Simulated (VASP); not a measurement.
# MgS (e600) (I4/mmm) in VASP: notebook

MgS (e600) is run at these levels: PBEsol; tasks: single point, relaxation of the atoms.

Everything below comes from runs of VASP 6.6.1. Logs are shortened: lines on timing, memory, paths and dates and some standing lists are left out, and cuts for length are marked.

## Step 1: The cell of the first run

The structure is tetragonal, space group I4/mmm (No. 139). Conventional cell: a = 3.628 Å, b = 3.628 Å, c = 5.211 Å, α = 90.00°, β = 90.00°, γ = 90.00°. Within 3.4 Å of Mg (site symmetry 4/mmm) lie 6 S at 2.57 to 2.61 Å. Within 3.4 Å of S (site symmetry 4/mmm) lie 6 Mg at 2.57 to 2.61 Å.

## Step 2: Single point, PBEsol (strained cell)

Contents of INCAR:

```
ALGO = Normal
EDIFF = 1E-6
ENCUT = 600
GGA = PS
GGA_COMPAT = False
ISIF = 2
ISMEAR = 0
LASPH = True
LCHARG = False
LREAL = False
LWAVE = False
NBANDS = 11
NELM = 120
PREC = Accurate
SIGMA = 0.02
```

Contents of KPOINTS:

```
k-points
0
Gamma
  6 6 6
```

Contents of POSCAR:

```
MgS
1.0
    0.0000000000      2.5653969554      2.6055130538
    2.5653969554      0.0000000000      2.6055130538
    2.5653969554      2.5653969554      0.0000000000
Mg S
1 1
Direct
    0.0000000000      0.0000000000      0.0000000000
    0.5000000000      0.5000000000      0.5000000000
```

Potentials or basis: VASP PAW PBE potentials, release 64 (Mg, S).

Started as:

```bash
cat potpaw_PBE.64/Mg/POTCAR potpaw_PBE.64/S/POTCAR > POTCAR
mpirun -np 1 vasp_std > vasp.out
```

OUTCAR:

```text
EDIFF = 1E-6
   ENCUT = 600
   GGA = PS
   ISIF = 2
   ISMEAR = 0
   LASPH = True
   LREAL = False
   NELM = 120
   PREC = Accurate

 ion  position               nearest neighbor table
   1  0.000  0.000  0.000-   2 2.57   2 2.57   2 2.57   2 2.57   2 2.61   2 2.61
   2  0.500  0.500  0.500-   1 2.57   1 2.57   1 2.57   1 2.57   1 2.61   1 2.61

  LATTYP: Found a body centered tetragonal cell.
 ALAT       =     3.6280191672
 C/A-ratio  =     1.4363281635

  Lattice vectors:

 A1 = (  -2.5653969554,   0.0000000000,   2.6055130538)
 A2 = (   2.5653969554,   0.0000000000,   2.6055130538)
 A3 = (   0.0000000000,   2.5653969554,  -2.6055130538)

Analysis of symmetry for initial positions (statically):
=====================================================================
 Subroutine PRICEL returns:
 Original cell was already a primitive cell.

 Routine SETGRP: Setting up the symmetry group for a
 body centered tetragonal supercell.

 Subroutine GETGRP returns: Found 16 space group operations
 (whereof 16 operations were pure point group operations)
 out of a pool of 16 trial point group operations.

The static configuration has the point symmetry D_4h.

Analysis of symmetry for dynamics (positions and initial velocities):
=====================================================================
 Subroutine PRICEL returns:
 Original cell was already a primitive cell.

 Routine SETGRP: Setting up the symmetry group for a
 body centered tetragonal supercell.

 Subroutine GETGRP returns: Found 16 space group operations
 (whereof 16 operations were pure point group operations)
 out of a pool of 16 trial point group operations.

The dynamic configuration has the point symmetry D_4h.

 Subroutine INISYM returns: Found 16 space group operations
 (whereof 16 operations are pure point group operations),
 and found     1 'primitive' translations

----------------------------------------------------------------------------------------

                                     Primitive cell

  volume of cell :      34.2951

  direct lattice vectors                    reciprocal lattice vectors
     0.000000000  2.565396955  2.605513054    -0.194901611  0.194901611  0.191900785
     2.565396955  0.000000000  2.605513054     0.194901611 -0.194901611  0.191900785
     2.565396955  2.565396955  0.000000000     0.194901611  0.194901611 -0.191900785

  length of vectors
     3.656495564  3.656495564  3.628019167     0.335855903  0.335855903  0.335855903

  position of ions in fractional coordinates (direct lattice)
     0.000000000  0.000000000  0.000000000
     0.500000000  0.500000000  0.500000000

  ion indices of the primitive-cell ions
   primitive index   ion index
                 1           1
                 2           2

----------------------------------------------------------------------------------------

 KPOINTS: k-points

Automatic generation of k-mesh.
 Grid dimensions read from file:
 generate k-points for:    6    6    6

 Generating k-lattice:

  Cartesian coordinates                     Fractional coordinates (reciprocal lattice)
    -0.032483602  0.032483602  0.031983464     0.166666667 -0.000000000  0.000000000
     0.032483602 -0.032483602  0.031983464    -0.000000000  0.166666667  0.000000000
     0.032483602  0.032483602 -0.031983464     0.000000000  0.000000000  0.166666667

  Length of vectors
     0.055975984  0.055975984  0.055975984

  Shift w.r.t. Gamma in fractional coordinates (k-lattice)
     0.000000000  0.000000000  0.000000000

 Subroutine IBZKPT returns following result:
 ===========================================

 Found     30 irreducible k-points:

 Following reciprocal coordinates:
            Coordinates               Weight
  0.000000  0.000000  0.000000      1.000000
  0.166667  0.000000  0.000000      8.000000
  0.333333  0.000000  0.000000      8.000000
  0.500000  0.000000  0.000000      4.000000
  0.166667  0.166667  0.000000      2.000000
  0.333333  0.166667  0.000000      8.000000
[... 16 lines left out ...]
  0.333333  0.000000  0.333333      4.000000
  0.500000 -0.000000  0.333333     16.000000
 [... further k-points ...]
   k-points           NKPTS =     30   k-points in BZ     NKDIM =     30   number of bands    NBANDS=     11
   number of dos      NEDOS =    301   number of ions     NIONS =      2
   total plane-waves  NPLWV =  27000
   dimension x,y,z NGX =    30 NGY =   30 NGZ =   30
   dimension x,y,z NGXF=    60 NGYF=   60 NGZF=   60
   ions per type =               1   1
   NGX,Y,Z   is equivalent  to a cutoff of  13.64, 13.64, 13.75 a.u.
   NGXF,Y,Z  is equivalent  to a cutoff of  27.28, 27.28, 27.49 a.u.
 SYSTEM =  unknown system
   PREC   = accura    normal or accurate (medium, high low for compatibility)
   ISTART =      0    job   : 0-new  1-cont  2-samecut
   ICHARG =      2    charge: 1-file 2-atom 10-const
   ISPIN  =      1    spin polarized calculation?
   LNONCOLLINEAR =      F non collinear calculations
   LSORBIT =      F    spin-orbit coupling
   LASPH  =      T    aspherical Exc in radial PAW
   ENCUT  =  600.0 eV  44.10 Ry    6.64 a.u.   7.30  7.30  7.25*2*pi/ulx,y,z
   NELM   =    120;   NELMIN=  2; NELMDL= -5     # of ELM steps
   EDIFF  = 0.1E-05   stopping-criterion for ELM
   LREAL  =      F    real-space projection
   EDIFFG = 0.1E-04   stopping-criterion for IOM
   NSW    =      0    number of steps for IOM
   IBRION =     -1    ionic relax: 0-MD 1-quasi-New 2-CG
   NFREE  =      0    steps in history (QN), initial steepest desc. (CG)
   ISIF   =      2    stress and relaxation
   ISYM   =      2    0-nonsym 1-usesym 2-fastsym
   POTIM  = 0.5000    time-step for ionic-motion
   TEBEG  =    0.0;   TEEND  =   0.0 temperature during run
   PSTRESS=    0.0 pullay stress
   NELECT =       8.0000    total number of electrons
   NUPDOWN=      -1.0000    fix difference up-down
   EMIN   =  10.00;   EMAX   =-10.00  energy-range for DOS
   EFERMI =   0.00;   METHOD = LEGACY
   ISMEAR =     0;   SIGMA  =   0.02  broadening in eV -4-tet -1-fermi 0-gaus
   EFERMI_NEDOS =   21; number of points for ismear=-14 and -15
   IALGO  =     38    algorithm
   IMIX   =      4    mixing-type and parameters
     AMIX     =   0.40;   BMIX     =  1.00
     AMIX_MAG =   1.60;   BMIX_MAG =  1.00
  volume/ion in A,a.u.               =      17.15       115.72
  Fermi-wavevector in a.u.,A,eV,Ry     =   1.007768  1.904406 13.818035  1.015597
  Thomas-Fermi vector in A             =   2.140594
   LORBIT       =      0    0 simple, 1 ext, 2 COOP (PROOUT), +10 PAW based schemes
   GGA     = PS    functional components
   LHFCALC =     F    Hartree Fock is set to
   AEXX    =    0.0000 exact exchange contribution
   IVDW    =     0    specifies the selected vdW correction
   LEPSILON=     F    determine dielectric tensor
   LRPA    =     F    only Hartree local field effects (RPA)
 non-spin polarized calculation
 Gauss-broadening in eV      SIGMA  =   0.02
  energy-cutoff  :      600.00
  volume of cell :       34.30
 maximum number of plane-waves:      1163
 NGX is ok and might be reduce to    30
   NGX = 15   NGY = 15   NGZ = 15

 number of electron       8.0000000 magnetization

 Free energy of the ion-electron system (eV)
  ---------------------------------------------------
  ext. energy  EPLUGINS =         0.00000000
  ---------------------------------------------------
  free energy    TOTEN  =        -9.06911552 eV

  energy without entropy =       -9.06911552  energy(sigma->0) =       -9.06911552

 E-fermi :   4.0711     XC(G=0):  -9.9461

 val. band max:        3.9619587655   @ k =   0.0000   0.0000   0.0000
 cond. band min:       6.6484863242   @ k =   0.5000   0.0000   0.5000
 fundamental gap:      2.6865275587
 Fermi energy:         4.0710954375

 k-point     1 :       0.0000    0.0000    0.0000
  band No.  band energies     occupation
      1      -8.9205      2.00000
      2       3.8965      2.00000
      3       3.8965      2.00000
      4       3.9620      2.00000
      5       7.7211      0.00000
      6      11.6451      0.00000
      7      11.8087      0.00000
      8      11.8087      0.00000
      9      14.1448      0.00000
     10      14.3668      0.00000
     11      16.2771      0.00000

 k-point     2 :       0.1667    0.0000    0.0000
  band No.  band energies     occupation
      1      -8.6421      2.00000
      2       2.2270      2.00000
      3       3.7286      2.00000
      4       3.7450      2.00000
      5       8.7839      0.00000
      6      11.5084      0.00000
      7      11.9712      0.00000
      8      12.1296      0.00000
      9      13.4928      0.00000
     10      13.6014      0.00000
     11      16.4205      0.00000

 k-point     3 :       0.3333    0.0000    0.0000
  band No.  band energies     occupation
      1      -7.9641      2.00000
      2      -0.0788      2.00000
      3       3.4095      2.00000
      4       3.4390      2.00000
      5       8.6131      0.00000
      6      11.1187      0.00000
      7      11.2988      0.00000
      8      13.4396      0.00000
      9      15.4147      0.00000
     10      15.4147      0.00000
     11      15.5079      0.00000

 k-point     4 :       0.5000    0.0000    0.0000
  band No.  band energies     occupation
      1      -7.5243      2.00000
      2      -1.1213      2.00000
      3       3.2630      2.00000
      4       3.3118      2.00000
      5       8.3522      0.00000
      6      10.6940      0.00000
      7      10.8595      0.00000
      8      14.2718      0.00000
      9      16.0418      0.00000
     10      18.3430      0.00000
     11      18.4862      0.00000

 k-point     5 :       0.1667    0.1667    0.0000
  band No.  band energies     occupation
      1      -8.5610      2.00000
      2       2.3668      2.00000
      3       3.3583      2.00000
      4       3.3583      2.00000
      5       9.3477      0.00000
      6      10.2223      0.00000
      7      11.6962      0.00000
      8      12.9995      0.00000
      9      12.9995      0.00000
     10      14.8199      0.00000
     11      18.2829      0.00000
[... 211 lines left out ...]
 k-point    21 :      -0.1667    0.3333    0.1667
  band No.  band energies     occupation
      1      -7.4891      2.00000
      2       0.0318      2.00000
      3       1.6218      2.00000
      4       2.6011      2.00000
      5       9.2405      0.00000
      6      10.4055      0.00000
      7      11.2787      0.00000
      8      13.8545      0.00000
      9      15.4321      0.00000
     10      18.9480      0.00000
     11      19.4583      0.00000

 k-point    22 :      -0.3333    0.5000    0.1667
  band No.  band energies     occupation
      1      -7.1124      2.00000
      2      -0.0326      2.00000
      3       1.2248      2.00000
      4       1.5966      2.00000
      5       8.4452      0.00000
      6      10.0575      0.00000
      7      13.1307      0.00000
      8      13.7061      0.00000
      9      17.9426      0.00000
     10      19.0424      0.00000
     11      19.5104      0.00000

 k-point    23 :       0.3333    0.0000    0.3333
  band No.  band energies     occupation
      1      -7.6595      2.00000
      2       0.3658      2.00000
      3       2.4161      2.00000
      4       2.5424      2.00000
      5       7.7969      0.00000
      6       8.6379      0.00000
      7      13.7975      0.00000
      8      15.2393      0.00000
      9      15.4934      0.00000
     10      15.9275      0.00000
     11      20.9824      0.00000

 k-point    24 :       0.5000   -0.0000    0.3333
  band No.  band energies     occupation
      1      -7.2284      2.00000
      2      -0.1833      2.00000
      3       1.4693      2.00000
      4       2.3653      2.00000
      5       7.5505      0.00000
      6       9.3858      0.00000
      7      13.9901      0.00000
      8      14.2670      0.00000
      9      16.9069      0.00000
     10      18.7141      0.00000
     11      20.0353      0.00000

 [... further k-points ...]

------------------------ aborting loop because EDIFF is reached ----------------------------------------

  FORCE on cell =-STRESS in cart. coord.  units (eV):
  Direction    XX          YY          ZZ          XY          YZ          ZX
  --------------------------------------------------------------------------------------
  -------------------------------------------------------------------------------------
  Total        0.3508901      0.3508901     -0.0394500      0.0000000     -0.0000000      0.0000000
  in kB       16.3926557     16.3926557     -1.8429976      0.0000000     -0.0000000      0.0000000
  external PRESSURE =      10.3141046 kB  Pullay stress =       0.0000000 kB

 VOLUME and BASIS-vectors are now :
 -----------------------------------------------------------------------------
  energy-cutoff  :      600.00
  volume of cell :       34.30
      direct lattice vectors                 reciprocal lattice vectors
     0.000000000  2.565396955  2.605513054    -0.194901611  0.194901611  0.191900785
     2.565396955  0.000000000  2.605513054     0.194901611 -0.194901611  0.191900785
     2.565396955  2.565396955  0.000000000     0.194901611  0.194901611 -0.191900785

 POSITION                                       TOTAL-FORCE (eV/Angst)
 -----------------------------------------------------------------------------------
      0.00000      0.00000      0.00000         0.000000      0.000000      0.000000
      2.56540      2.56540      2.60551         0.000000     -0.000000     -0.000000
 -----------------------------------------------------------------------------------
    total drift:                               -0.000000     -0.000000      0.000000

  FREE ENERGIE OF THE ION-ELECTRON SYSTEM (eV)
  ---------------------------------------------------
  free  energy   TOTEN  =        -9.0691155230 eV

  energy  without entropy=       -9.0691155230  energy(sigma->0) =       -9.06911552
```

Wall time 9.2 s (1 thread of Intel Xeon 6975P-C, shared host); peak memory 0.17 GiB.

What came out:

- Free energy: -9.0691 eV
- Pressure: 1.0 GPa
- Band gap on the k mesh: 2.69 eV, indirect (least direct gap 3.76 eV)

Caveat: the cell differs from its parent crystal (strained cell); the PAW data sets were made with another functional, which shifts forces and pressure a little. A k mesh can miss the band edges.

## Step 3: Single point, PBEsol

Contents of INCAR:

```
ALGO = Normal
EDIFF = 1E-6
ENCUT = 600
GGA = PS
GGA_COMPAT = False
ISIF = 2
ISMEAR = 0
LASPH = True
LCHARG = True
LELF = True
LREAL = False
LVHAR = True
LWAVE = False
NBANDS = 11
NELM = 120
PREC = Accurate
SIGMA = 0.01
```

KPOINTS is that of step 2.

POSCAR is that of step 2.

Potentials or basis: VASP PAW PBE potentials, release 64 (Mg, S).

Started as:

```bash
cat potpaw_PBE.64/Mg/POTCAR potpaw_PBE.64/S/POTCAR > POTCAR
mpirun -np 1 vasp_std > vasp.out
```

OUTCAR:

```text
EDIFF = 1E-6
   ENCUT = 600
   GGA = PS
   ISIF = 2
   ISMEAR = 0
   LASPH = True
   LREAL = False
   NELM = 120
   PREC = Accurate

 ion  position               nearest neighbor table
   1  0.000  0.000  0.000-   2 2.57   2 2.57   2 2.57   2 2.57   2 2.61   2 2.61
   2  0.500  0.500  0.500-   1 2.57   1 2.57   1 2.57   1 2.57   1 2.61   1 2.61

  LATTYP: Found a body centered tetragonal cell.
 ALAT       =     3.6280191672
 C/A-ratio  =     1.4363281635

[... 525 lines left out ...]

------------------------ aborting loop because EDIFF is reached ----------------------------------------

  FORCE on cell =-STRESS in cart. coord.  units (eV):
  Direction    XX          YY          ZZ          XY          YZ          ZX
  --------------------------------------------------------------------------------------
  -------------------------------------------------------------------------------------
  Total        0.3508901      0.3508901     -0.0394500      0.0000000     -0.0000000      0.0000000
  in kB       16.3926557     16.3926557     -1.8429980      0.0000000     -0.0000000      0.0000000
  external PRESSURE =      10.3141045 kB  Pullay stress =       0.0000000 kB

 VOLUME and BASIS-vectors are now :
 -----------------------------------------------------------------------------
  energy-cutoff  :      600.00
  volume of cell :       34.30
      direct lattice vectors                 reciprocal lattice vectors
     0.000000000  2.565396955  2.605513054    -0.194901611  0.194901611  0.191900785
     2.565396955  0.000000000  2.605513054     0.194901611 -0.194901611  0.191900785
     2.565396955  2.565396955  0.000000000     0.194901611  0.194901611 -0.191900785

 POSITION                                       TOTAL-FORCE (eV/Angst)
 -----------------------------------------------------------------------------------
      0.00000      0.00000      0.00000        -0.000000      0.000000      0.000000
      2.56540      2.56540      2.60551         0.000000     -0.000000     -0.000000
 -----------------------------------------------------------------------------------
    total drift:                               -0.000000     -0.000000      0.000000

  FREE ENERGIE OF THE ION-ELECTRON SYSTEM (eV)
  ---------------------------------------------------
  free  energy   TOTEN  =        -9.0691155229 eV

  energy  without entropy=       -9.0691155229  energy(sigma->0) =       -9.06911552
```

stdout:

```text
POSCAR found type information on POSCAR MgS
 POSCAR found :  2 types and       2 ions
 scaLAPACK will be used
 -----------------------------------------------------------------------------
|                                                                             |
|                                                                             |
|     You enforced a specific xc type in the INCAR file but a different       |
|     I HOPE YOU KNOW WHAT YOU ARE DOING!                                     |
|                                                                             |
 -----------------------------------------------------------------------------

 LDA part: xc-table for (Slater+PW92), standard interpolation
 POSCAR, INCAR and KPOINTS ok, starting setup
 FFT: planning ... GRIDC
 FFT: planning ... GRID_SOFT
 FFT: planning ... GRID
 WAVECAR not read
 entering main loop
```

It took 11 s on 1 thread of Intel Xeon 6975P-C, shared host; peak memory 0.17 GiB.

Results:

```
Free energy            : -9.0691 eV
Pressure               : 1.0 GPa
Band gap on the k mesh : 2.69 eV, indirect (least direct gap 3.76 eV)
```

Caveat: the PAW data sets were made with another functional, which shifts forces and pressure a little.

## Step 4: Single point, PBEsol

Contents of INCAR:

```
SYSTEM = MgS
  PREC = Accurate
  ENCUT = 600
  EDIFF = 1E-6
  ISMEAR = 0
  SIGMA = 0.01
  LREAL = .FALSE.
  LASPH = .TRUE.
  NELM = 120
  ALGO = Normal
  ISIF = 2
  LWAVE = .FALSE.
  LCHARG = .FALSE.
  GGA = PS
  NBANDS = 11
  GGA_COMPAT = .FALSE.
```

Contents of KPOINTS:

```
Automatic mesh
0
G
  6 6 6
  0 0 0
```

POSCAR is that of step 3.

Started as:

```bash
cat potpaw_PBE.64/Mg/POTCAR potpaw_PBE.64/S/POTCAR > POTCAR
mpirun -np 1 vasp_std > vasp.out
```

It took 11 s on 1 thread of Intel Xeon 6975P-C, shared host; peak memory 0.17 GiB.

The run converged. Its results:

- Free energy: -9.0691 eV
- Pressure: 1.0 GPa
- Band gap on the k mesh: 2.69 eV, indirect (least direct gap 3.76 eV)

Stress tensor (GPa, compression positive):
```
 1.64  0.00  0.00
 0.00  1.64  0.00
 0.00  0.00 -0.18
```

Levels at points of the mesh, in eV from the valence-band top:
```tsv
k point	band 1	band 2	band 3	band 4	band 5	band 6	band 7	band 8	band 9
(0.00, 0.00, 0.00)	-12.88	-0.07	-0.07	0.00	3.76	7.68	7.85	7.85	10.18
(0.50, 0.00, 0.00)	-11.49	-5.08	-0.70	-0.65	4.39	6.73	6.90	10.31	12.08
(0.50, 0.50, 0.00)	-11.13	-4.46	-1.76	-1.76	2.77	4.15	11.98	12.83	13.56
(0.50, 0.00, 0.50)	-11.07	-4.44	-1.90	-1.77	2.69	4.10	12.14	12.86	13.24
```

Caveat: the PAW data sets were made with another functional, which shifts forces and pressure a little.

[end of part 1 of 2]
